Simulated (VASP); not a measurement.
# MoS2 (P6_3/mmc) in VASP: notebook, part 2 of 2

VASP 6.6.1.

## 4. Single point, PBE+D3(BJ) (16.27 Å³/atom)

This run uses another cell than the first one, of 16.27 Å³/atom.

File INCAR:

```
  PREC = Accurate
  ENCUT = 520
  EDIFF = 1E-7
  ISMEAR = 0
  SIGMA = 0.02
  LREAL = F
  LASPH = T
  NELM = 100
  ALGO = Normal
  ISIF = 2
  LWAVE = F
  LCHARG = F
  GGA = PE
  IVDW = 12
  NBANDS = 35
```

File KPOINTS:

```
Automatic mesh
0
Gamma
  12 12 4
```

File POSCAR:

```
MoS2
1.0
    3.1147680831      0.0000000000      0.0000000000
   -1.5573840415      2.6974682869      0.0000000000
    0.0000000000      0.0000000000     11.6168793731
Mo S
2 4
Direct
    0.3333333333      0.6666666667      0.2500000000
    0.6666666667      0.3333333333      0.7500000000
    0.3333333333      0.6666666667      0.6149745222
    0.6666666667      0.3333333333      0.1149745222
    0.3333333333      0.6666666667      0.8850254778
    0.6666666667      0.3333333333      0.3850254778
```

Potentials or basis: VASP PAW PBE potentials, release 64 (Mo_sv, S).

Launch:

```bash
$ cat potpaw_PBE.64/Mo_sv/POTCAR potpaw_PBE.64/S/POTCAR > POTCAR
$ mpirun -np 1 vasp_std > vasp.out
```

OUTCAR:

```text
PREC = Accurate
   ENCUT = 520
   EDIFF = 1E-7
   ISMEAR = 0
   LREAL = F
   LASPH = T
   NELM = 100
   ISIF = 2
   GGA = PE
   IVDW = 12
 IVDW          = 12

 ion  position               nearest neighbor table
   1  0.333  0.667  0.250-   4 2.39   6 2.39   4 2.39   6 2.39   4 2.39   6 2.39
   2  0.667  0.333  0.750-   3 2.39   5 2.39   3 2.39   5 2.39   3 2.39   5 2.39
   3  0.333  0.667  0.615-   2 2.39   2 2.39   2 2.39
   4  0.667  0.333  0.115-   1 2.39   1 2.39   1 2.39
   5  0.333  0.667  0.885-   2 2.39   2 2.39   2 2.39
   6  0.667  0.333  0.385-   1 2.39   1 2.39   1 2.39

  LATTYP: Found a hexagonal cell.
 ALAT       =     3.1147680831
 C/A-ratio  =     3.7296129481

  Lattice vectors:

 A1 = (   3.1147680831,   0.0000000000,   0.0000000000)
 A2 = (  -1.5573840415,   2.6974682869,   0.0000000000)
 A3 = (   0.0000000000,   0.0000000000,  11.6168793731)

Analysis of symmetry for initial positions (statically):
=====================================================================
 Subroutine PRICEL returns:
 Original cell was already a primitive cell.

 Routine SETGRP: Setting up the symmetry group for a
 hexagonal supercell.

 Subroutine GETGRP returns: Found 24 space group operations
 (whereof 12 operations were pure point group operations)
 out of a pool of 24 trial point group operations.

The static configuration has the point symmetry D_3d.
 The point group associated with its full space group is D_6h.

Analysis of symmetry for dynamics (positions and initial velocities):
=====================================================================
 Subroutine PRICEL returns:
 Original cell was already a primitive cell.

 Routine SETGRP: Setting up the symmetry group for a
 hexagonal supercell.

 Subroutine GETGRP returns: Found 24 space group operations
 (whereof 12 operations were pure point group operations)
 out of a pool of 24 trial point group operations.

The dynamic configuration has the point symmetry D_3d.
 The point group associated with its full space group is D_6h.

 Subroutine INISYM returns: Found 24 space group operations
 (whereof 12 operations are pure point group operations),
 and found     1 'primitive' translations

----------------------------------------------------------------------------------------

                                     Primitive cell

  volume of cell :      97.6049

  direct lattice vectors                    reciprocal lattice vectors
     3.114768083  0.000000000  0.000000000     0.321051190  0.185358991  0.000000000
    -1.557384041  2.697468287  0.000000000     0.000000000  0.370717982  0.000000000
     0.000000000  0.000000000 11.616879373     0.000000000  0.000000000  0.086081638

  length of vectors
     3.114768083  3.114768083 11.616879373     0.370717982  0.370717982  0.086081638

  position of ions in fractional coordinates (direct lattice)
     0.333333333  0.666666667  0.250000000
     0.666666667  0.333333333  0.750000000
     0.333333333  0.666666667  0.614974522
     0.666666667  0.333333333  0.114974522
     0.333333333  0.666666667  0.885025478
     0.666666667  0.333333333  0.385025478

  ion indices of the primitive-cell ions
   primitive index   ion index
                 1           1
                 2           2
                 3           3
                 4           4
                 5           5
                 6           6

[... 33 lines left out ...]
  0.416667  0.000000  0.000000      6.000000
[... 16 lines left out ...]
  0.250000  0.000000  0.250000     12.000000
  0.333333  0.000000  0.250000     12.000000
 [... further k-points ...]
   k-points           NKPTS =     57   k-points in BZ     NKDIM =     57   number of bands    NBANDS=     35
   number of dos      NEDOS =    301   number of ions     NIONS =      6
   total plane-waves  NPLWV =  51840
   dimension x,y,z NGX =    24 NGY =   24 NGZ =   90
   dimension x,y,z NGXF=    48 NGYF=   48 NGZF=  180
   ions per type =               2   4
   NGX,Y,Z   is equivalent  to a cutoff of  12.81, 12.81, 12.88 a.u.
   NGXF,Y,Z  is equivalent  to a cutoff of  25.62, 25.62, 25.76 a.u.
 SYSTEM =  unknown system
   PREC   = accura    normal or accurate (medium, high low for compatibility)
   ISTART =      0    job   : 0-new  1-cont  2-samecut
   ICHARG =      2    charge: 1-file 2-atom 10-const
   ISPIN  =      1    spin polarized calculation?
   LNONCOLLINEAR =      F non collinear calculations
   LSORBIT =      F    spin-orbit coupling
   LASPH  =      T    aspherical Exc in radial PAW
   ENCUT  =  520.0 eV  38.22 Ry    6.18 a.u.   5.79  5.79 21.60*2*pi/ulx,y,z
   NELM   =    100;   NELMIN=  2; NELMDL= -5     # of ELM steps
   EDIFF  = 0.1E-06   stopping-criterion for ELM
   LREAL  =      F    real-space projection
   EDIFFG = 0.1E-05   stopping-criterion for IOM
   NSW    =      0    number of steps for IOM
   IBRION =     -1    ionic relax: 0-MD 1-quasi-New 2-CG
   NFREE  =      0    steps in history (QN), initial steepest desc. (CG)
   ISIF   =      2    stress and relaxation
   ISYM   =      2    0-nonsym 1-usesym 2-fastsym
   POTIM  = 0.5000    time-step for ionic-motion
   TEBEG  =    0.0;   TEEND  =   0.0 temperature during run
   PSTRESS=    0.0 pullay stress
   NELECT =      52.0000    total number of electrons
   NUPDOWN=      -1.0000    fix difference up-down
   EMIN   =  10.00;   EMAX   =-10.00  energy-range for DOS
   EFERMI =   0.00;   METHOD = LEGACY
   ISMEAR =     0;   SIGMA  =   0.02  broadening in eV -4-tet -1-fermi 0-gaus
   EFERMI_NEDOS =   21; number of points for ismear=-14 and -15
   IALGO  =     38    algorithm
   IMIX   =      4    mixing-type and parameters
     AMIX     =   0.40;   BMIX     =  1.00
     AMIX_MAG =   1.60;   BMIX_MAG =  1.00
  volume/ion in A,a.u.               =      16.27       109.78
  Fermi-wavevector in a.u.,A,eV,Ry     =   1.327146  2.507943 23.964173  1.761317
  Thomas-Fermi vector in A             =   2.456480
   LORBIT       =      0    0 simple, 1 ext, 2 COOP (PROOUT), +10 PAW based schemes
   GGA     = PE    functional components
   LHFCALC =     F    Hartree Fock is set to
   AEXX    =    0.0000 exact exchange contribution
   IVDW    =    12    specifies the selected vdW correction
   LEPSILON=     F    determine dielectric tensor
   LRPA    =     F    only Hartree local field effects (RPA)
 non-spin polarized calculation
 Gauss-broadening in eV      SIGMA  =   0.02
  energy-cutoff  :      520.00
  volume of cell :       97.60
 maximum number of plane-waves:      2646
 NGX is ok and might be reduce to    24
   NGX = 11   NGY = 11   NGZ = 43

 number of electron      51.9999995 magnetization

 Free energy of the ion-electron system (eV)
  ---------------------------------------------------
  ext. energy  EPLUGINS =         0.00000000
  ---------------------------------------------------
  free energy    TOTEN  =       -43.29720881 eV

  energy without entropy =      -43.29720881  energy(sigma->0) =      -43.29720881

 E-fermi :   9.1275     XC(G=0): -11.4058

 val. band max:        8.9403680089   @ k =   0.0000   0.0000   0.0000
 cond. band min:       9.4884337968   @ k =   0.1667   0.1667   0.0000
 fundamental gap:      0.5480657879
 Fermi energy:         9.1274884748

 k-point     1 :       0.0000    0.0000    0.0000
  band No.  band energies     occupation
      1     -52.7108      2.00000
      2     -52.7108      2.00000
      3     -26.9004      2.00000
      4     -26.9000      2.00000
      5     -26.6183      2.00000
      6     -26.6183      2.00000
[... 901 lines left out ...]
     34      12.5353      0.00000
     35      15.2519      0.00000

 [... further k-points ...]

------------------------ aborting loop because EDIFF is reached ----------------------------------------

 Edisp (eV)   -2.80125

 E8    (eV) :    -1.1295

  FORCE on cell =-STRESS in cart. coord.  units (eV):
  Direction    XX          YY          ZZ          XY          YZ          ZX
  --------------------------------------------------------------------------------------
  -------------------------------------------------------------------------------------
  Total       2.42035     2.42035     2.37789     0.00000     0.00000     0.00000
  in kB      39.72980    39.72980    39.03283     0.00000     0.00000     0.00000
  external pressure =       39.50 kB  Pullay stress =        0.00 kB

 VOLUME and BASIS-vectors are now :
 -----------------------------------------------------------------------------
  energy-cutoff  :      520.00
  volume of cell :       97.60
      direct lattice vectors                 reciprocal lattice vectors
     3.114768083  0.000000000  0.000000000     0.321051190  0.185358991  0.000000000
    -1.557384041  2.697468287  0.000000000     0.000000000  0.370717982  0.000000000
     0.000000000  0.000000000 11.616879373     0.000000000  0.000000000  0.086081638

 POSITION                                       TOTAL-FORCE (eV/Angst)
 -----------------------------------------------------------------------------------
     -0.00000      1.79831      2.90422        -0.000000      0.000000      0.000000
      1.55738      0.89916      8.71266         0.000000     -0.000000      0.000000
     -0.00000      1.79831      7.14408        -0.000000      0.000000      0.017517
      1.55738      0.89916      1.33565         0.000000     -0.000000      0.017517
     -0.00000      1.79831     10.28123        -0.000000      0.000000     -0.017517
      1.55738      0.89916      4.47279         0.000000     -0.000000     -0.017517
 -----------------------------------------------------------------------------------
    total drift:                               -0.000000      0.000000     -0.000000

  FREE ENERGIE OF THE ION-ELECTRON SYSTEM (eV)
  ---------------------------------------------------
  free  energy   TOTEN  =       -46.0984630894 eV

  energy  without entropy=      -46.0984630894  energy(sigma->0) =      -46.09846309
```

OSZICAR:

```text
N       E                     dE             d eps       ncg     rms          rms(c)
DAV:   1     0.452198615599E+03    0.45220E+03   -0.29469E+04  4310   0.143E+03
DAV:   2    -0.230227009579E+02   -0.47522E+03   -0.45910E+03  4704   0.378E+02
DAV:   3    -0.455958351043E+02   -0.22573E+02   -0.22144E+02  4830   0.758E+01
DAV:   4    -0.460352289089E+02   -0.43939E+00   -0.43804E+00  4748   0.106E+01
DAV:   5    -0.460426691008E+02   -0.74402E-02   -0.74388E-02  4689   0.138E+00    0.365E+01
DAV:   6    -0.439927876210E+02    0.20499E+01   -0.11133E+01  4352   0.216E+01    0.133E+01
DAV:   7    -0.436844601783E+02    0.30833E+00   -0.54906E+00  4260   0.143E+01    0.863E+00
DAV:   8    -0.432944244651E+02    0.39004E+00   -0.92598E-01  4285   0.651E+00    0.328E+00
DAV:   9    -0.433073756422E+02   -0.12951E-01   -0.10784E-01  4623   0.165E+00    0.147E+00
DAV:  10    -0.432971918043E+02    0.10184E-01   -0.38734E-02  4354   0.131E+00    0.364E-01
DAV:  11    -0.432973267314E+02   -0.13493E-03   -0.21833E-03  4433   0.255E-01    0.175E-01
DAV:  12    -0.432972105089E+02    0.11622E-03   -0.23810E-04  4429   0.847E-02    0.118E-01
DAV:  13    -0.432972074490E+02    0.30599E-05   -0.15421E-04  4503   0.635E-02    0.109E-02
DAV:  14    -0.432972088087E+02   -0.13598E-05   -0.10278E-05  4340   0.172E-02    0.207E-02
DAV:  15    -0.432972089794E+02   -0.17069E-06   -0.13531E-06  4300   0.629E-03    0.780E-03
DAV:  16    -0.432972088253E+02    0.15408E-06   -0.66384E-07  4734   0.526E-03    0.146E-03
DAV:  17    -0.432972088137E+02    0.11678E-07   -0.26693E-08  2361   0.107E-03
   1 F= -.46098463E+02 E0= -.46098463E+02  d E =-.188795E-42
```

stdout:

```text
POSCAR found type information on POSCAR MoS
 POSCAR found :  2 types and       6 ions
 scaLAPACK will be used
 LDA part: xc-table for (Slater+PW92), standard interpolation
 POSCAR, INCAR and KPOINTS ok, starting setup
 FFT: planning ... GRIDC
 FFT: planning ... GRID_SOFT
 FFT: planning ... GRID
 WAVECAR not read
 entering main loop
```

It took 2.1 min on 1 thread of AMD EPYC 9R45 (Zen 5), shared host; peak memory 0.28 GiB.

Results:

```
Free energy                : -46.0985 eV
Pressure                   : 3.9 GPa
Largest force              : 0.018 eV/Å
Band gap on the k mesh     : 0.55 eV (least direct gap 1.78 eV)
Dispersion energy per atom : -0.467 eV
```

Forces on the atoms (eV/Å):
```
Mo   0.000  0.000  0.000
Mo   0.000  0.000  0.000
S    0.000  0.000  0.018
S    0.000  0.000  0.018
S    0.000  0.000 -0.018
S    0.000  0.000 -0.018
```

Levels at points of the mesh, in eV from the valence-band top:
| k point | band 24 | band 25 | band 26 | band 27 | band 28 | band 29 |
| --- | --- | --- | --- | --- | --- | --- |
| (0.00, 0.00, 0.00) | -1.57 | -0.89 | 0.00 | 2.00 | 2.00 | 2.05 |
| (0.50, 0.00, 0.00) | -1.73 | -1.55 | -1.50 | 1.58 | 1.66 | 1.89 |
| (0.00, 0.00, 0.50) | -2.30 | -0.24 | -0.24 | 1.99 | 1.99 | 1.99 |
| (0.50, 0.00, 0.50) | -1.77 | -1.59 | -1.59 | 1.61 | 1.61 | 2.14 |

Caveat: the cell stands under pressure. A k mesh can miss the band edges.

## 5. Single point, PBE+D3(BJ) (16.79 Å³/atom)

This run uses another cell than the first one, of 16.79 Å³/atom.

File INCAR:

```
SYSTEM = MoS2
  PREC = Accurate
  ENCUT = 520
  EDIFF = 1E-6
  ISMEAR = 0
  SIGMA = 0.02
  LREAL = .FALSE.
  LASPH = .TRUE.
  NELM = 100
  ALGO = Normal
  ISIF = 2
  LWAVE = .FALSE.
  LCHARG = .FALSE.
  GGA = PE
  IVDW = 12
  NBANDS = 35
```

File KPOINTS:

```
Automatic mesh
0
G
  12 12 4
  0 0 0
```

File POSCAR:

```
MoS2
1.0
    3.1339451112      0.0000000000      0.0000000000
   -1.5669725556      2.7140760804      0.0000000000
    0.0000000000      0.0000000000     11.8413718807
Mo S
2 4
Direct
    0.3333333333      0.6666666667      0.2500000000
    0.6666666667      0.3333333333      0.7500000000
    0.3333333333      0.6666666667      0.6176617361
    0.6666666667      0.3333333333      0.1176617361
    0.3333333333      0.6666666667      0.8823382639
    0.6666666667      0.3333333333      0.3823382639
```

Launch:

```bash
$ cat potpaw_PBE.64/Mo_sv/POTCAR potpaw_PBE.64/S/POTCAR > POTCAR
$ mpirun -np 1 vasp_std > vasp.out
```

Wall time 1.9 min (1 thread of AMD EPYC 9R45 (Zen 5), shared host); peak memory 0.29 GiB.

It converged, with:

| Property | Result |
| --- | --- |
| Free energy | -46.1543 eV |
| Pressure | 1.6 GPa |
| Largest force | 0.015 eV/Å |
| Band gap on the k mesh | 0.68 eV (least direct gap 1.74 eV) |
| Dispersion energy per atom | -0.452 eV |

Forces in eV/Å, atoms in the order of the input:
```
Mo   0.000  0.000  0.000
Mo   0.000  0.000  0.000
S    0.000  0.000  0.015
S    0.000  0.000  0.015
S    0.000  0.000 -0.015
S    0.000  0.000 -0.015
```

Stress tensor (GPa, compression positive):
```
1.60 0.00 0.00
0.00 1.60 0.00
0.00 0.00 1.53
```

Levels at points of the mesh, in eV from the valence-band top:
| k point | band 22 | band 23 | band 24 | band 25 | band 26 | band 27 | band 28 | band 29 | band 30 | band 31 |
| --- | --- | --- | --- | --- | --- | --- | --- | --- | --- | --- |
| (0.00, 0.00, 0.00) | -2.20 | -2.20 | -1.42 | -1.00 | 0.00 | 2.04 | 2.04 | 2.09 | 2.09 | 2.14 |
| (0.50, 0.00, 0.00) | -2.63 | -1.88 | -1.61 | -1.54 | -1.41 | 1.59 | 1.66 | 1.94 | 2.32 | 2.75 |
| (0.00, 0.00, 0.50) | -2.24 | -2.24 | -2.24 | -0.25 | -0.25 | 2.04 | 2.04 | 2.04 | 2.04 | 2.31 |
| (0.50, 0.00, 0.50) | -2.86 | -1.71 | -1.71 | -1.49 | -1.49 | 1.62 | 1.62 | 2.15 | 2.15 | 3.19 |

A k mesh can miss the band edges.

## 6. Summary

```tsv
cell	gap on the mesh (eV)	pressure (GPa)	largest force (eV/Å)
a = 3.066, b = 3.066, c = 11.227 Å, angles 90.0, 90.0, 120.0°, 6 atoms, atomic positions A	0.27	11.0	0.02
a = 3.092, b = 3.092, c = 11.413 Å, angles 90.0, 90.0, 120.0°, 6 atoms, atomic positions B	0.41	7.0	0.02
a = 3.115, b = 3.115, c = 11.617 Å, angles 90.0, 90.0, 120.0°, 6 atoms, atomic positions C	0.55	3.9	0.02
a = 3.134, b = 3.134, c = 11.841 Å, angles 90.0, 90.0, 120.0°, 6 atoms, atomic positions D	0.68	1.6	0.02
```

Alike in all rows: task single point; level PBE+D3(BJ); potentials or basis VASP PAW PBE potentials, release 64 (Mo_sv, S); no spin polarisation; k mesh 12 × 12 × 4; cutoff (eV) 520; smearing gaussian 0.02 eV.

Caveats: the cell stands under pressure (at least some runs).

Absolute energies hang on the potentials; compare differences alone.
